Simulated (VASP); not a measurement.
# B32N31 (a cell with a defect) in VASP: a series of runs, part 3 of 3

VASP 6.6.1. The steps go on from the part before.

### Step 5. Single point, HSE06, collinear spin

Contents of POSCAR:

```
B32N31
1.0
    7.2115910000      0.0000000000      0.0000000000
    0.0000000000      7.2115910000      0.0000000000
    0.0000000000      0.0000000000      7.2115910000
B N
32 31
Direct
    0.0005300000      0.0007410000      0.9999640000
    0.0002690000      0.0004370000      0.4999350000
    0.0002730000      0.5007100000      0.9996650000
    0.9994770000      0.5007430000      0.4999610000
    0.5005840000      0.0003750000      0.9995980000
    0.5005670000      0.9996750000      0.4999260000
    0.5005670000      0.5007110000      0.9988960000
    0.4888620000      0.4893770000      0.4885800000
    0.2502820000      0.2504620000      0.9989400000
    0.2491040000      0.2492440000      0.4989280000
    0.2512590000      0.7506840000      0.9990680000
    0.2514210000      0.7485220000      0.4989310000
    0.7505680000      0.2513860000      0.9990890000
    0.7482810000      0.2517340000      0.4990140000
    0.7506550000      0.7508120000      0.0007380000
    0.7529780000      0.7530610000      0.5048090000
    0.2502830000      0.9997180000      0.2496820000
    0.2512540000      0.9998470000      0.7499090000
    0.2491050000      0.4997090000      0.2484630000
    0.2514230000      0.4997140000      0.7477470000
    0.7505650000      0.9998670000      0.2506080000
    0.7506610000      0.0015100000      0.7500350000
    0.7482850000      0.4997920000      0.2509540000
    0.7530010000      0.5055740000      0.7523110000
    0.9995320000      0.2504600000      0.2496820000
    0.9996790000      0.2514070000      0.7499650000
    0.9996770000      0.7507340000      0.2506330000
    0.0013530000      0.7508040000      0.7500200000
    0.4995310000      0.2493230000      0.2485430000
    0.4996180000      0.2516680000      0.7477030000
    0.4996180000      0.7484840000      0.2508820000
    0.5052980000      0.7528820000      0.7521060000
    0.1254040000      0.1255840000      0.1248060000
    0.1246870000      0.1248170000      0.6243290000
    0.1246870000      0.6251050000      0.1240410000
    0.1258860000      0.6256950000      0.6249130000
    0.6249880000      0.1248270000      0.1240510000
    0.6254420000      0.1261240000      0.6249120000
    0.6254440000      0.6256940000      0.1253440000
    0.3751950000      0.3754020000      0.1234550000
    0.3727730000      0.3729890000      0.6232830000
    0.3760560000      0.8750190000      0.1248070000
    0.3796220000      0.8723440000      0.6240190000
    0.8748640000      0.3761890000      0.1248770000
    0.8722150000      0.3798100000      0.6241010000
    0.8755110000      0.8757420000      0.1258150000
    0.8762150000      0.8763400000      0.6261020000
    0.3751930000      0.1242350000      0.3746190000
    0.3760540000      0.1255870000      0.8742390000
    0.3727670000      0.6240590000      0.3722000000
    0.3796290000      0.6247980000      0.8715650000
    0.8748600000      0.1256520000      0.3754120000
    0.8755180000      0.1265870000      0.8749690000
    0.8722100000      0.6248720000      0.3790350000
    0.8762190000      0.6268740000      0.8755740000
    0.1240720000      0.3753810000      0.3746010000
    0.1254440000      0.3761760000      0.8742930000
    0.1254400000      0.8750680000      0.3753980000
    0.1264610000      0.8756950000      0.8749140000
    0.6237910000      0.3731500000      0.3723670000
    0.6247310000      0.3797560000      0.8716250000
    0.6247280000      0.8724010000      0.3789730000
    0.6267660000      0.8761540000      0.8753830000
```

Contents of INCAR.step1:

```
PREC     = Accurate       # precision mode
ENCUT    = 520            # plane-wave cutoff, eV
EDIFF    = 1E-5           # SCF threshold, eV
ISMEAR   = -1             # smearing method
SIGMA    = 0.05           # smearing width, eV
LREAL    = Auto         
LASPH    = T              # aspherical terms in the spheres
NELM     = 200            # most SCF steps
ALGO     = Normal         # electronic algorithm
ISIF     = 2              # what is computed and relaxed
LWAVE    = T              # write WAVECAR
LCHARG   = F              # write CHGCAR
ISPIN    = 2              # spin polarisation
MAGMOM   = 0 0 0 0 0 0 0 0.25 0 0 0 0 0 0 0 0.25 0 0 0 0 0 0 0 0.25 0 0 0 0 0 0 0 0.25 0 0 0 0 0 0 0 0 0 0 0 0 0 0 0 0 0 0 0 0 0 0 0 0 0 0 0 0 0 0 0 # initial moments
LORBIT   = 11             # projections on sites
GGA      = PE             # functional
ISYM     = -1           
NBANDS   = 166            # bands
GGA_COMPAT= F
```

Contents of INCAR.step2:

```
PREC     = Accurate       # precision mode
ENCUT    = 520            # plane-wave cutoff, eV
EDIFF    = 1E-6           # SCF threshold, eV
ISMEAR   = -1             # smearing method
SIGMA    = 0.05           # smearing width, eV
LREAL    = Auto         
LASPH    = T              # aspherical terms in the spheres
NELM     = 200            # most SCF steps
ALGO     = Normal         # electronic algorithm
ISIF     = 2              # what is computed and relaxed
LWAVE    = F              # write WAVECAR
LCHARG   = F              # write CHGCAR
ISPIN    = 2              # spin polarisation
MAGMOM   = 0 0 0 0 0 0 0 0.25 0 0 0 0 0 0 0 0.25 0 0 0 0 0 0 0 0.25 0 0 0 0 0 0 0 0.25 0 0 0 0 0 0 0 0 0 0 0 0 0 0 0 0 0 0 0 0 0 0 0 0 0 0 0 0 0 0 0 # initial moments
LORBIT   = 11             # projections on sites
GGA      = PE             # functional
LHFCALC  = T              # exact exchange
HFSCREEN = 0.2079         # screening, 1/A
PRECFOCK = Fast         
ISTART   = 1            
ISYM     = -1           
NBANDS   = 166            # bands
GGA_COMPAT= F
```

Contents of KPOINTS:

```
explicit points
1
Reciprocal
  0.25000000   0.25000000   0.25000000 1
```

On the command line:

```sh
> cat potpaw_PBE.64/B/POTCAR potpaw_PBE.64/N/POTCAR > POTCAR
> cp INCAR.step1 INCAR
> mpirun -np 1 vasp_std > vasp.out
> cp INCAR.step2 INCAR
> mpirun -np 1 vasp_std > vasp.out
```

It took 18 min on 1 thread of Intel Xeon Platinum 8488C (Sapphire Rapids), shared host; peak memory 0.73 GiB.

Results (log left out):

```yaml
Free_energy: -633.5709 eV
Pressure: -4.3 GPa
Largest_force: 0.151 eV/Å
Band_gap_on_the_k_mesh: 2.01 eV
Net_moment: 1.00 μB per cell
Site_moments: B +0.00, +0.01, +0.38, -0.00, +0.02 (each value once); N +0.00, -0.00, +0.01 (each value once) μB
Valence_electrons_inside_the_program's_atomic_spheres: B 2.03, 2.05, 2.04, 2.02, 1.90, 1.91 (each value once); N 4.00, 3.99, 4.01, 3.98 (each value once)
```

Forces on the atoms (eV/Å):
```
B    0.020  0.004  0.005
B    0.019  0.027  0.016
B    0.019  0.016  0.026
B    0.001  0.009  0.012
B    0.015  0.020  0.020
B    0.013 -0.010  0.014
B    0.015  0.012 -0.009
B    0.014  0.008  0.008
B    0.006 -0.006  0.006
B   -0.027 -0.017  0.067
B    0.001  0.000  0.002
B    0.027 -0.029  0.014
B   -0.010  0.007  0.007
B   -0.023  0.012  0.009
B   -0.003 -0.009 -0.012
B    0.056  0.063  0.054
B    0.005  0.006 -0.006
B    0.003  0.002 -0.001
B   -0.028  0.066 -0.017
B    0.026  0.013 -0.030
B   -0.009  0.006  0.008
B   -0.006 -0.012 -0.008
B   -0.024  0.009  0.013
B    0.055  0.055  0.062
B    0.008  0.004  0.004
B    0.006 -0.004 -0.010
B    0.004 -0.008 -0.003
B   -0.004  0.003  0.006
B    0.064 -0.027 -0.026
B    0.000  0.019 -0.018
B    0.000 -0.018  0.021
B    0.062  0.059  0.059
N   -0.002 -0.004 -0.003
N   -0.010  0.000 -0.001
N   -0.010 -0.001 -0.001
N    0.002 -0.011 -0.010
N   -0.016 -0.001 -0.002
N    0.016 -0.010 -0.009
N    0.015 -0.011 -0.009
N   -0.012 -0.026  0.002
N   -0.098 -0.095 -0.028
N   -0.015  0.010  0.003
N   -0.021  0.001  0.002
N    0.002 -0.006 -0.002
N    0.002 -0.023  0.001
N    0.004 -0.013 -0.004
N    0.020  0.032 -0.007
N   -0.012  0.003 -0.025
N   -0.013  0.004  0.010
N   -0.098 -0.025 -0.096
N   -0.022  0.002  0.001
N    0.003 -0.002 -0.007
N    0.002 -0.002 -0.014
N    0.002  0.001 -0.024
N    0.022 -0.004  0.031
N   -0.002 -0.017 -0.017
N   -0.006 -0.013  0.003
N   -0.006  0.004 -0.014
N   -0.007  0.000  0.000
N   -0.022 -0.105 -0.106
N   -0.002 -0.006 -0.004
N   -0.002 -0.004 -0.006
N   -0.018  0.045  0.043
```

Stress tensor (GPa, compression positive):
```
-4.30  1.51  1.51
 1.51 -4.37  1.46
 1.51  1.46 -4.37
```

Levels at points of the mesh, in eV from the valence-band top:
Spin up:
```
           k point  band 123  band 124  band 125  band 126  band 127  band 128  band 129  band 130
(0.25, 0.25, 0.25)     -4.85     -4.85     -4.34      0.00      2.01      2.01      2.98      2.98
```
Spin down:
```csv
k point,band 121,band 122,band 123,band 124,band 125,band 126,band 127,band 128,band 129,band 130
"(0.25, 0.25, 0.25)",-5.71,-5.53,-4.84,-4.84,-3.99,2.16,2.16,2.33,3.01,3.01
```

Caveat: the PAW data sets were made with another functional, which shifts forces and pressure a little.

### Step 6. Single point, HSE06, collinear spin

Contents of POSCAR:

```
B32N31
1.0
    7.2115910000      0.0000000000      0.0000000000
    0.0000000000      7.2115910000      0.0000000000
    0.0000000000      0.0000000000      7.2115910000
B N
32 31
Direct
    0.0001430000      0.0003320000      0.9995520000
    0.0018560000      0.0020360000      0.4977700000
    0.0018610000      0.4985440000      0.0012600000
    0.0008290000      0.5010100000      0.5002220000
    0.4983730000      0.0020580000      0.0012660000
    0.5008320000      0.0009890000      0.5002100000
    0.5008490000      0.5009850000      0.0002060000
    0.4813850000      0.4814980000      0.4807280000
    0.2499150000      0.2501150000      0.9994170000
    0.2479440000      0.2481140000      0.4973320000
    0.2482620000      0.7522360000      0.0013560000
    0.2493010000      0.7494580000      0.5002480000
    0.7520750000      0.2485060000      0.0013010000
    0.7492850000      0.2494390000      0.5002820000
    0.7494340000      0.7495720000      0.0002860000
    0.7680510000      0.7681680000      0.4816140000
    0.2499060000      0.0002060000      0.2493320000
    0.2482680000      0.0021250000      0.7514830000
    0.2479590000      0.4981020000      0.2473280000
    0.2492750000      0.5010430000      0.7486650000
    0.7520660000      0.0020930000      0.2477160000
    0.7494450000      0.0010660000      0.7487990000
    0.7492680000      0.5010340000      0.2486700000
    0.7680310000      0.4824120000      0.7673680000
    0.0000340000      0.2501010000      0.2493090000
    0.0019120000      0.2484930000      0.7514480000
    0.0019220000      0.7522210000      0.2477100000
    0.0008760000      0.7495540000      0.7487790000
    0.4979490000      0.2480990000      0.2473230000
    0.5009000000      0.2494430000      0.7486560000
    0.5008790000      0.7494430000      0.2486620000
    0.4820920000      0.7683580000      0.7675790000
    0.1253310000      0.1255380000      0.1247720000
    0.1254030000      0.1255770000      0.6246260000
    0.1253900000      0.6254070000      0.1247930000
    0.1253260000      0.6255380000      0.6247810000
    0.6252270000      0.1255990000      0.1248130000
    0.6253980000      0.1255180000      0.6247820000
    0.6253870000      0.6255400000      0.1247320000
    0.3754850000      0.3756840000      0.1242060000
    0.3770370000      0.3771620000      0.6246090000
    0.3756180000      0.8752920000      0.1253410000
    0.3768410000      0.8739630000      0.6245040000
    0.8751270000      0.3758210000      0.1253230000
    0.8738520000      0.3769780000      0.6245660000
    0.8752000000      0.8753730000      0.1242520000
    0.8739800000      0.8741230000      0.6248730000
    0.3754890000      0.1249630000      0.3748970000
    0.3756180000      0.1261140000      0.8745240000
    0.3770080000      0.6253820000      0.3763960000
    0.3768230000      0.6253000000      0.8732170000
    0.8751170000      0.1261100000      0.3750510000
    0.8751990000      0.1250410000      0.8745890000
    0.8738680000      0.6253210000      0.3762020000
    0.8739740000      0.6256250000      0.8733150000
    0.1247760000      0.3756950000      0.3749140000
    0.1259240000      0.3758150000      0.8745290000
    0.1259370000      0.8753010000      0.3750420000
    0.1248380000      0.8753780000      0.8745960000
    0.6251610000      0.3771530000      0.3763690000
    0.6252180000      0.3769750000      0.8732280000
    0.6251840000      0.8739900000      0.3762090000
    0.6255190000      0.8741650000      0.8733720000
```

Contents of INCAR.step1:

```
ALGO     = Normal         # electronic algorithm
EDIFF    = 1E-5           # SCF threshold, eV
ENCUT    = 520            # plane-wave cutoff, eV
GGA      = PE             # functional
GGA_COMPAT= F            
ISIF     = 2              # what is computed and relaxed
ISMEAR   = -1             # smearing method
ISPIN    = 2              # spin polarisation
ISYM     = -1           
LASPH    = T              # aspherical terms in the spheres
LORBIT   = 11             # projections on sites
LREAL    = Auto         
LWAVE    = T              # write WAVECAR
MAGMOM   = 0 0 0 0 0 0 0 0.25 0 0 0 0 0 0 0 0.25 0 0 0 0 0 0 0 0.25 0 0 0 0 0 0 0 0.25 0 0 0 0 0 0 0 0 0 0 0 0 0 0 0 0 0 0 0 0 0 0 0 0 0 0 0 0 0 0 0 # initial moments
NBANDS   = 166            # bands
NELECT   = 249.0        
NELM     = 200            # most SCF steps
PREC     = Accurate       # precision mode
SIGMA    = 0.05           # smearing width, eV
```

Contents of INCAR.step2:

```
ALGO     = Normal         # electronic algorithm
EDIFF    = 1E-6           # SCF threshold, eV
ENCUT    = 520            # plane-wave cutoff, eV
GGA      = PE             # functional
GGA_COMPAT= F            
HFSCREEN = 0.2079         # screening, 1/A
ISIF     = 2              # what is computed and relaxed
ISMEAR   = -1             # smearing method
ISPIN    = 2              # spin polarisation
ISTART   = 1            
ISYM     = -1           
LASPH    = T              # aspherical terms in the spheres
LCHARG   = T              # write CHGCAR
LELF     = T              # ELF
LHFCALC  = T              # exact exchange
LORBIT   = 11             # projections on sites
LREAL    = Auto         
LVHAR    = T            
LWAVE    = F              # write WAVECAR
MAGMOM   = 0 0 0 0 0 0 0 0.25 0 0 0 0 0 0 0 0.25 0 0 0 0 0 0 0 0.25 0 0 0 0 0 0 0 0.25 0 0 0 0 0 0 0 0 0 0 0 0 0 0 0 0 0 0 0 0 0 0 0 0 0 0 0 0 0 0 0 # initial moments
NBANDS   = 166            # bands
NELECT   = 249.0        
NELM     = 200            # most SCF steps
PREC     = Accurate       # precision mode
PRECFOCK = Fast         
SIGMA    = 0.05           # smearing width, eV
```

KPOINTS is that of step 5.

Potentials or basis: VASP PAW PBE potentials, release 64 (B, N).

On the command line:

```sh
> cat potpaw_PBE.64/B/POTCAR potpaw_PBE.64/N/POTCAR > POTCAR
> cp INCAR.step1 INCAR
> mpirun -np 1 vasp_std > vasp.out
> cp INCAR.step2 INCAR
> mpirun -np 1 vasp_std > vasp.out
```

It took 20 min on 1 thread of Intel Xeon Platinum 8488C (Sapphire Rapids), shared host; peak memory 0.74 GiB.

Results (log left out):

```yaml
Free_energy: -652.8288 eV
Largest_force: 0.161 eV/Å
Net_moment: 1.00 μB per cell
Site_moments: B +0.00, +0.05, +0.01, +0.08 (each value once); N +0.00, +0.01, -0.00 (each value once) μB
Valence_electrons_inside_the_program's_atomic_spheres: B 2.03, 2.01, 2.02, 2.04 (each value once); N 3.99, 4.00 (each value once)
```

Forces on the atoms (eV/Å):
```
B    0.012  0.013  0.012
B    0.024  0.021  0.041
B    0.021  0.041  0.020
B    0.000  0.003  0.007
B    0.041  0.022  0.027
B    0.011  0.000  0.008
B    0.007  0.007  0.001
B   -0.103 -0.087 -0.089
B    0.005  0.005  0.018
B   -0.006 -0.006  0.037
B   -0.004 -0.022  0.017
B    0.002 -0.006  0.014
B   -0.023 -0.013  0.025
B   -0.001  0.011  0.006
B   -0.001  0.000 -0.004
B    0.077  0.083 -0.054
B    0.008  0.014  0.005
B   -0.004  0.018 -0.027
B   -0.012  0.040 -0.001
B    0.011  0.007  0.001
B   -0.022  0.024 -0.010
B   -0.003 -0.003  0.001
B    0.004  0.009  0.009
B    0.078 -0.056  0.084
B    0.010  0.009  0.012
B    0.026 -0.009 -0.019
B    0.024 -0.018 -0.009
B    0.001  0.005  0.006
B    0.030 -0.004 -0.003
B    0.007  0.010  0.007
B    0.009  0.002  0.011
B   -0.044  0.065  0.066
N   -0.004 -0.011 -0.015
N   -0.008 -0.006 -0.012
N   -0.005 -0.015 -0.004
N    0.003 -0.003 -0.012
N   -0.010 -0.012 -0.011
N   -0.010 -0.012 -0.010
N   -0.007 -0.005 -0.008
N   -0.006 -0.016 -0.028
N    0.011  0.019 -0.059
N   -0.011  0.000 -0.004
N    0.009 -0.004  0.068
N   -0.002 -0.017  0.001
N   -0.020  0.015  0.040
N    0.001 -0.001 -0.018
N   -0.021 -0.018 -0.077
N   -0.009 -0.020 -0.013
N   -0.009  0.000 -0.004
N    0.018 -0.060  0.014
N    0.012  0.063 -0.012
N    0.000 -0.001 -0.020
N    0.003 -0.020  0.002
N   -0.025  0.049  0.015
N   -0.021 -0.068 -0.010
N   -0.012 -0.017 -0.017
N    0.003 -0.015 -0.006
N   -0.002 -0.004 -0.017
N   -0.016 -0.003  0.000
N   -0.039  0.014  0.019
N    0.037  0.017 -0.020
N    0.047 -0.016  0.014
N   -0.088 -0.021 -0.018
```

Levels at points of the mesh, in eV from the Fermi level:
Spin up:
```
           k point  band 122  band 123  band 124  band 125  band 126  band 127  band 128  band 129
(0.25, 0.25, 0.25)     -3.15     -2.49     -2.49     -0.93      3.61      3.98      3.98      5.47
```
Spin down:
| k point | band 122 | band 123 | band 124 | band 125 | band 126 | band 127 |
| --- | --- | --- | --- | --- | --- | --- |
| (0.25, 0.25, 0.25) | -3.14 | -2.47 | -2.47 | 0.93 | 4.15 | 4.73 |

Caveat: the cell carries a net charge on a neutralising background, which shifts energy and pressure; the cell is charged against a uniform background, so pressure and absolute levels hang on convention; the PAW data sets were made with another functional, which shifts forces and pressure a little.
